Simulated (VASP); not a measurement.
# CoSi2 (P4/mmm) in VASP: single point with r2SCAN

Aim: the single point of CoSi2 with r2SCAN.

Everything below comes from runs of VASP 6.6.1. Logs are shortened: lines on timing, memory, paths and dates and some standing lists are left out, and cuts for length are marked.

## (1) The cell of the first run

It takes space group P4/mmm (No. 123, tetragonal). The conventional cell has a = 2.700 Å, b = 2.700 Å, c = 5.090 Å, α = 90.00°, β = 90.00°, γ = 90.00°. Within 3.1 Å of Co (site symmetry 4/mmm) lie 8 Si at 2.36 Å and 4 Co at 2.70 Å. Si (site symmetry 4mm) has 6 Si at 2.33 to 2.76 Å and 4 Co at 2.36 Å within 3.1 Å.

## (2) Single point, r2SCAN, collinear spin, ferromagnetic start

POSCAR

```
CoSi2
1.0
    2.7001897879      0.0000000000      0.0000000000
    0.0000000000      2.7001897879      0.0000000000
    0.0000000000      0.0000000000      5.0901268261
Co Si
1 2
Direct
    0.0000000000      0.0000000000      0.0000000000
    0.5000000000      0.5000000000      0.2715348514
    0.5000000000      0.5000000000      0.7284651486
```

INCAR.step1

```
SYSTEM = CoSi2
PREC     = Accurate       ! precision mode
ENCUT    = 520            ! plane-wave cutoff, eV
ISMEAR   = 0              ! smearing method
SIGMA    = 0.1            ! smearing width, eV
LREAL    = .False.        ! projectors in reciprocal space
LASPH    = .True.         ! aspherical terms in the spheres
NELM     = 150            ! most SCF steps
ISPIN    = 2              ! spin polarisation
MAGMOM   = 0.64 0 0       ! initial moments
LMAXMIX  = 4              ! l up to which the mixer works
NBANDS   = 20             ! bands
GGA      = PE             ! functional
ALGO     = Normal         ! electronic algorithm
EDIFF    = 1E-4           ! SCF threshold, eV
LWAVE    = .True.         ! write WAVECAR
LCHARG   = .False.        ! write CHGCAR
```

INCAR.step2

```
SYSTEM = CoSi2
PREC     = Accurate       ! precision mode
ENCUT    = 520            ! plane-wave cutoff, eV
EDIFF    = 1E-6           ! SCF threshold, eV
ISMEAR   = 0              ! smearing method
SIGMA    = 0.1            ! smearing width, eV
LREAL    = .False.        ! projectors in reciprocal space
LASPH    = .True.         ! aspherical terms in the spheres
NELM     = 150            ! most SCF steps
ALGO     = Normal         ! electronic algorithm
ISIF     = 2              ! what is computed and relaxed
LWAVE    = .False.        ! write WAVECAR
LCHARG   = .True.         ! write CHGCAR
ISPIN    = 2              ! spin polarisation
MAGMOM   = 0.64 0 0       ! initial moments
LORBIT   = 11             ! projections on sites
LMAXMIX  = 4              ! l up to which the mixer works
METAGGA  = R2SCAN         ! meta-GGA
LMIXTAU  = .True.       
LELF     = .True.         ! ELF
LVHAR    = .True.       
NBANDS   = 20             ! bands
ISTART   = 1
```

KPOINTS

```
Automatic mesh
0
Gamma
  16 16 8
  0 0 0
```

Potentials or basis: VASP PAW PBE potentials, release 64 (Co, Si).

The run is started by

```bash
> cat potpaw_PBE.64/Co/POTCAR potpaw_PBE.64/Si/POTCAR > POTCAR
> cp INCAR.step1 INCAR
> mpirun -np 1 vasp_std > vasp.out
> cp INCAR.step2 INCAR
> mpirun -np 1 vasp_std > vasp.out
```

OUTCAR:

```text
SYSTEM = CoSi2
   PREC = Accurate
   ENCUT = 520
   EDIFF = 1E-6
   ISMEAR = 0
   LREAL = .False.
   LASPH = .True.
   NELM = 150
   ISIF = 2
   ISPIN = 2
   LORBIT = 11
   METAGGA = R2SCAN
   ISTART = 1

 ion  position               nearest neighbor table
   1  0.000  0.000  0.000-   2 2.36   3 2.36   2 2.36   3 2.36   2 2.36   3 2.36   2 2.36   3 2.36

   2  0.500  0.500  0.272-   3 2.33   1 2.36   1 2.36   1 2.36   1 2.36   3 2.76
   3  0.500  0.500  0.728-   2 2.33   1 2.36   1 2.36   1 2.36   1 2.36   2 2.76

  LATTYP: Found a simple tetragonal cell.
 ALAT       =     2.7001897879
 C/A-ratio  =     1.8850996507

  Lattice vectors:

 A1 = (   2.7001897879,   0.0000000000,   0.0000000000)
 A2 = (   0.0000000000,   2.7001897879,   0.0000000000)
 A3 = (   0.0000000000,   0.0000000000,   5.0901268261)

Analysis of symmetry for initial positions (statically):
=====================================================================
 Subroutine PRICEL returns:
 Original cell was already a primitive cell.

 Routine SETGRP: Setting up the symmetry group for a
 simple tetragonal supercell.

 Subroutine GETGRP returns: Found 16 space group operations
 (whereof 16 operations were pure point group operations)
 out of a pool of 16 trial point group operations.

The static configuration has the point symmetry D_4h.

Analysis of symmetry for dynamics (positions and initial velocities):
=====================================================================
 Subroutine PRICEL returns:
 Original cell was already a primitive cell.

 Routine SETGRP: Setting up the symmetry group for a
 simple tetragonal supercell.

 Subroutine GETGRP returns: Found 16 space group operations
 (whereof 16 operations were pure point group operations)
 out of a pool of 16 trial point group operations.

The dynamic configuration has the point symmetry D_4h.

Analysis of structural, dynamic, and magnetic symmetry:
=====================================================================
 Subroutine PRICEL returns:
 Original cell was already a primitive cell.

 Routine SETGRP: Setting up the symmetry group for a
 simple tetragonal supercell.

 Subroutine GETGRP returns: Found 16 space group operations
 (whereof 16 operations were pure point group operations)
 out of a pool of 16 trial point group operations.

The overall configuration has the point symmetry D_4h.

 Subroutine INISYM returns: Found 16 space group operations
 (whereof 16 operations are pure point group operations),
 and found     1 'primitive' translations

----------------------------------------------------------------------------------------

                                     Primitive cell

  volume of cell :      37.1122

  direct lattice vectors                    reciprocal lattice vectors
     2.700189788  0.000000000  0.000000000     0.370344338  0.000000000  0.000000000
     0.000000000  2.700189788  0.000000000     0.000000000  0.370344338  0.000000000
     0.000000000  0.000000000  5.090126826     0.000000000  0.000000000  0.196458759

  length of vectors
     2.700189788  2.700189788  5.090126826     0.370344338  0.370344338  0.196458759

  position of ions in fractional coordinates (direct lattice)
     0.000000000  0.000000000  0.000000000
     0.500000000  0.500000000  0.271534851
     0.500000000  0.500000000  0.728465149

  ion indices of the primitive-cell ions
   primitive index   ion index
                 1           1
                 2           2
                 3           3

----------------------------------------------------------------------------------------

 KPOINTS: Automatic mesh

Automatic generation of k-mesh.
 Grid dimensions read from file:
 generate k-points for:   16   16    8

 Generating k-lattice:

  Cartesian coordinates                     Fractional coordinates (reciprocal lattice)
     0.023146521  0.000000000  0.000000000     0.062500000  0.000000000  0.000000000
     0.000000000  0.023146521  0.000000000     0.000000000  0.062500000  0.000000000
     0.000000000  0.000000000  0.024557345     0.000000000  0.000000000  0.125000000

  Length of vectors
     0.023146521  0.023146521  0.024557345

  Shift w.r.t. Gamma in fractional coordinates (k-lattice)
     0.000000000  0.000000000  0.000000000

 Subroutine IBZKPT returns following result:
 ===========================================

 Found    225 irreducible k-points:

 Following reciprocal coordinates:
            Coordinates               Weight
  0.000000  0.000000  0.000000      1.000000
  0.062500  0.000000  0.000000      4.000000
  0.125000  0.000000  0.000000      4.000000
  0.187500  0.000000  0.000000      4.000000
  0.250000  0.000000  0.000000      4.000000
  0.312500  0.000000  0.000000      4.000000
[... 16 lines left out ...]
  0.437500  0.125000  0.000000      8.000000
  0.500000  0.125000  0.000000      4.000000
 [... further k-points ...]
   k-points           NKPTS =    225   k-points in BZ     NKDIM =    225   number of bands    NBANDS=     20
   number of dos      NEDOS =    301   number of ions     NIONS =      3
   total plane-waves  NPLWV =  16000
   dimension x,y,z NGX =    20 NGY =   20 NGZ =   40
   dimension x,y,z NGXF=    40 NGYF=   40 NGZF=   80
   ions per type =               1   2
   NGX,Y,Z   is equivalent  to a cutoff of  12.31, 12.31, 13.06 a.u.
   NGXF,Y,Z  is equivalent  to a cutoff of  24.63, 24.63, 26.13 a.u.
 SYSTEM =  CoSi2
   PREC   = accura    normal or accurate (medium, high low for compatibility)
   ISTART =      1    job   : 0-new  1-cont  2-samecut
   ICHARG =      0    charge: 1-file 2-atom 10-const
   ISPIN  =      2    spin polarized calculation?
   LNONCOLLINEAR =      F non collinear calculations
   LSORBIT =      F    spin-orbit coupling
   LASPH  =      T    aspherical Exc in radial PAW
   ENCUT  =  520.0 eV  38.22 Ry    6.18 a.u.   5.02  5.02  9.46*2*pi/ulx,y,z
   NELM   =    150;   NELMIN=  2; NELMDL=  0     # of ELM steps
   EDIFF  = 0.1E-05   stopping-criterion for ELM
   LREAL  =      F    real-space projection
   EDIFFG = 0.1E-04   stopping-criterion for IOM
   NSW    =      0    number of steps for IOM
   IBRION =     -1    ionic relax: 0-MD 1-quasi-New 2-CG
   NFREE  =      0    steps in history (QN), initial steepest desc. (CG)
   ISIF   =      2    stress and relaxation
   ISYM   =      2    0-nonsym 1-usesym 2-fastsym
   POTIM  = 0.5000    time-step for ionic-motion
   TEBEG  =    0.0;   TEEND  =   0.0 temperature during run
   PSTRESS=    0.0 pullay stress
   NELECT =      17.0000    total number of electrons
   NUPDOWN=      -1.0000    fix difference up-down
   EMIN   =  10.00;   EMAX   =-10.00  energy-range for DOS
   EFERMI =   0.00;   METHOD = LEGACY
   ISMEAR =     0;   SIGMA  =   0.10  broadening in eV -4-tet -1-fermi 0-gaus
   EFERMI_NEDOS =   21; number of points for ismear=-14 and -15
   IALGO  =     38    algorithm
   IMIX   =      4    mixing-type and parameters
     AMIX     =   0.40;   BMIX     =  1.00
     AMIX_MAG =   1.60;   BMIX_MAG =  1.00
  volume/ion in A,a.u.               =      12.37        83.48
  Fermi-wavevector in a.u.,A,eV,Ry     =   1.261979  2.384794 21.668511  1.592591
  Thomas-Fermi vector in A             =   2.395410
   LORBIT       =     11    0 simple, 1 ext, 2 COOP (PROOUT), +10 PAW based schemes
   METAGGA = R2SCAN    functional components
   LHFCALC =     F    Hartree Fock is set to
   AEXX    =    0.0000 exact exchange contribution
   IVDW    =     0    specifies the selected vdW correction
   LEPSILON=     F    determine dielectric tensor
   LRPA    =     F    only Hartree local field effects (RPA)
 spin polarized calculation
 Gauss-broadening in eV      SIGMA  =   0.10
  energy-cutoff  :      520.00
  volume of cell :       37.11
 maximum number of plane-waves:      1016
   NGX = 11   NGY = 11   NGZ = 19

 number of electron      17.0000002 magnetization       0.4821886

 Free energy of the ion-electron system (eV)
  ---------------------------------------------------
  ext. energy  EPLUGINS =         0.00000000
  ---------------------------------------------------
  free energy    TOTEN  =       -31.54676029 eV

  energy without entropy =      -31.54140396  energy(sigma->0) =      -31.54408212

 E-fermi :  11.3963     XC(G=0): -12.8001

 val. band max:       11.3873216868   @ k =   0.4375   0.3750   0.2500
 cond. band min:      11.4006418177   @ k =   0.4375   0.4375   0.3750
 fundamental gap:      0.0133201309
 Fermi energy:        11.3962945634

 spin component 1

 k-point     1 :       0.0000    0.0000    0.0000
  band No.  band energies     occupation
      1      -3.6452      1.00000
      2       1.4980      1.00000
      3       2.6626      1.00000
      4       6.7667      1.00000
      5       8.7037      1.00000
      6       8.8475      1.00000
[... 12 lines left out ...]
     19      26.3913      0.00000
[... 513 lines left out ...]
      4       6.1568      1.00000
      5       6.8190      1.00000
      6       7.5448      1.00000
[... 12 lines left out ...]
     19      25.7123      0.00000
     20      28.7676      0.00000

 [... further k-points ...]

 spin component 2

 k-point     1 :       0.0000    0.0000    0.0000
  band No.  band energies     occupation
      1      -3.6597      1.00000
      2       1.5173      1.00000
      3       2.6738      1.00000
      4       7.8308      1.00000
      5       9.2368      1.00000
      6       9.2368      1.00000
[... 12 lines left out ...]
     19      26.4171      0.00000
[... 513 lines left out ...]
      4       6.1530      1.00000
      5       6.8858      1.00000
      6       8.2599      1.00000
[... 12 lines left out ...]
     19      25.7397      0.00000
     20      28.8064      0.00000

 [... further k-points ...]

------------------------ aborting loop because EDIFF is reached ----------------------------------------

  FORCE on cell =-STRESS in cart. coord.  units (eV):
  Direction    XX          YY          ZZ          XY          YZ          ZX
  --------------------------------------------------------------------------------------
  -------------------------------------------------------------------------------------
  Total       -0.0043519     -0.0043519     -0.0751089      0.0000000      0.0000000      0.0000000
  in kB       -0.1878759     -0.1878759     -3.2425378      0.0000000      0.0000000      0.0000000
  external PRESSURE =      -1.2060965 kB  Pullay stress =       0.0000000 kB

 VOLUME and BASIS-vectors are now :
 -----------------------------------------------------------------------------
  energy-cutoff  :      520.00
  volume of cell :       37.11
      direct lattice vectors                 reciprocal lattice vectors
     2.700189788  0.000000000  0.000000000     0.370344338  0.000000000  0.000000000
     0.000000000  2.700189788  0.000000000     0.000000000  0.370344338  0.000000000
     0.000000000  0.000000000  5.090126826     0.000000000  0.000000000  0.196458759

 POSITION                                       TOTAL-FORCE (eV/Angst)
 -----------------------------------------------------------------------------------
      0.00000      0.00000      0.00000         0.000000      0.000000      0.000000
      1.35009      1.35009      1.38215        -0.000000     -0.000000     -0.001358
      1.35009      1.35009      3.70798         0.000000      0.000000      0.001358
 -----------------------------------------------------------------------------------
    total drift:                                0.000000      0.000000      0.000000

  FREE ENERGIE OF THE ION-ELECTRON SYSTEM (eV)
  ---------------------------------------------------
  free  energy   TOTEN  =       -31.5467602857 eV

  energy  without entropy=      -31.5414039569  energy(sigma->0) =      -31.54408212

 total charge

# of ion       s       p       d       tot
------------------------------------------
    1        0.477   0.706   7.617   8.800
    2        0.719   0.906   0.000   1.625
    3        0.719   0.906   0.000   1.625
--------------------------------------------------
tot          1.914   2.518   7.617  12.049

 magnetization (x)

# of ion       s       p       d       tot
------------------------------------------
    1        0.006   0.003   0.481   0.490
    2        0.001   0.009   0.000   0.009
    3        0.001   0.009   0.000   0.009
--------------------------------------------------
tot          0.008   0.020   0.481   0.509
```

Wall time 22 min (1 thread of Intel Xeon 8259CL, shared host); peak memory 0.35 GiB.

What came out:

* Free energy: -31.5468 eV
* Pressure: -0.1 GPa
* Net moment: 0.48 μB per cell
* Site moments: Co +0.49; Si +0.01 μB
* Valence electrons inside the program's atomic spheres: Co 8.80; Si 1.62

Levels at points of the mesh, in eV from the Fermi level:
Spin up:
| k point | band 5 | band 6 | band 7 | band 8 | band 9 | band 10 | band 11 | band 12 | band 13 | band 14 |
| --- | --- | --- | --- | --- | --- | --- | --- | --- | --- | --- |
| (0.00, 0.00, 0.00) | -2.69 | -2.55 | -2.55 | -1.76 | 4.28 | 4.28 | 6.86 | 6.95 | 7.60 | 8.33 |
| (0.50, 0.00, 0.00) | -4.39 | -4.09 | -3.00 | -2.21 | -1.32 | 0.58 | 1.51 | 7.98 | 8.45 | 10.80 |
| (0.50, 0.50, 0.00) | -5.18 | -3.92 | -3.18 | -1.55 | 0.54 | 1.65 | 2.69 | 2.69 | 2.71 | 2.71 |
| (0.00, 0.00, 0.50) | -2.76 | -2.58 | -2.58 | -1.76 | 1.70 | 5.44 | 5.44 | 6.39 | 6.52 | 6.52 |
| (0.50, 0.00, 0.50) | -3.87 | -3.49 | -3.00 | -2.22 | -1.02 | 2.33 | 4.11 | 5.01 | 7.60 | 8.37 |
| (0.50, 0.50, 0.50) | -4.02 | -4.02 | -2.86 | -1.55 | -0.36 | -0.36 | 0.99 | 1.98 | 2.86 | 4.39 |
Spin down:
| k point | band 6 | band 7 | band 8 | band 9 | band 10 | band 11 |
| --- | --- | --- | --- | --- | --- | --- |
| (0.00, 0.00, 0.00) | -2.16 | -2.11 | -1.52 | 4.32 | 4.32 | 6.97 |
| (0.50, 0.00, 0.00) | -3.39 | -2.80 | -1.80 | -0.30 | 0.92 | 1.98 |
| (0.50, 0.50, 0.00) | -3.91 | -2.73 | 0.02 | 0.59 | 2.04 | 2.67 |
| (0.00, 0.00, 0.50) | -2.20 | -2.20 | -1.52 | 2.11 | 5.49 | 5.49 |
| (0.50, 0.00, 0.50) | -2.80 | -2.72 | -1.81 | 0.22 | 2.37 | 4.33 |
| (0.50, 0.50, 0.50) | -4.04 | -2.31 | -0.11 | -0.11 | 0.02 | 0.95 |

Caveat: the PAW data sets were made with another functional, which shifts forces and pressure a little.
